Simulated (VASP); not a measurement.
Wanted: the native input for a VASP 6.6.1 run.

| Item | Value |
| --- | --- |
| Task | single point |
| Functional | PBE |
| Potentials or basis | VASP PAW PBE potentials, release 64 (B, C) |
| Cutoff | 520 eV |
| k mesh | 6 × 6 × 4 |
| Occupations | gaussian, width 0.1 eV |
| Spin | collinear spin, ferromagnetic start |
| Starting moments | [0.0, 1.0, 1.0, 1.0, 1.0, 1.0] μB |
| Dipole correction | no |
| Further INCAR settings | ALGO = Normal; EDIFF = 1e-06; NBANDS = 24 |

The structure of BC5 lies in POSCAR:

```
BC5
1.0
    4.6938878300      0.0000000000      0.0000000000
   -2.3469439200      4.0650261000      0.0000000000
    0.0000000000      0.0000000000      3.9222412600
B C
1 5
Direct
    0.0000000000      0.0000000000      0.0000000000
    0.5000000000      0.0000000000      0.5000000000
    0.5000000000      0.5000000000      0.5000000000
    0.0000000000      0.5000000000      0.5000000000
    0.3333333300      0.6666666700      0.0000000000
    0.6666666700      0.3333333300      0.0000000000
```

One way to write it, as run:

INCAR

```
PREC     = Accurate       # precision mode
ENCUT    = 520            # plane-wave cutoff, eV
EDIFF    = 1E-6           # SCF threshold, eV
ISMEAR   = 0              # smearing method
SIGMA    = 0.1            # smearing width, eV
LREAL    = F              # projectors in reciprocal space
LASPH    = T              # aspherical terms in the spheres
NELM     = 150            # most SCF steps
ALGO     = Normal         # electronic algorithm
ISIF     = 2              # what is computed and relaxed
LWAVE    = F              # write WAVECAR
LCHARG   = T              # write CHGCAR
ISPIN    = 2              # spin polarisation
MAGMOM   = 0 1 1 1 1 1    # initial moments
LORBIT   = 11             # projections on sites
GGA      = PE             # functional
LELF     = T              # ELF
LVHAR    = T            
NBANDS   = 24             # bands
```

KPOINTS

```
Automatic mesh
0
Gamma
  6 6 4
```

Potentials or basis: VASP PAW PBE potentials, release 64 (B, C).

Run with:

```console
$ cat potpaw_PBE.64/B/POTCAR potpaw_PBE.64/C/POTCAR > POTCAR
$ mpirun -np 1 vasp_std > vasp.out
```

Results of the run:

* Pressure: -25.7 GPa
* Net moment: 0.00 μB per cell
* Valence electrons inside the program's atomic spheres: B 1.27; C 1.97

Caveat: the k points lie up to 0.40 Å⁻¹ apart.

Wall time 97 s on 1 thread of AMD EPYC 7R43 64-Core Processor (Zen 3) (shared host), peak memory 0.19 GiB.
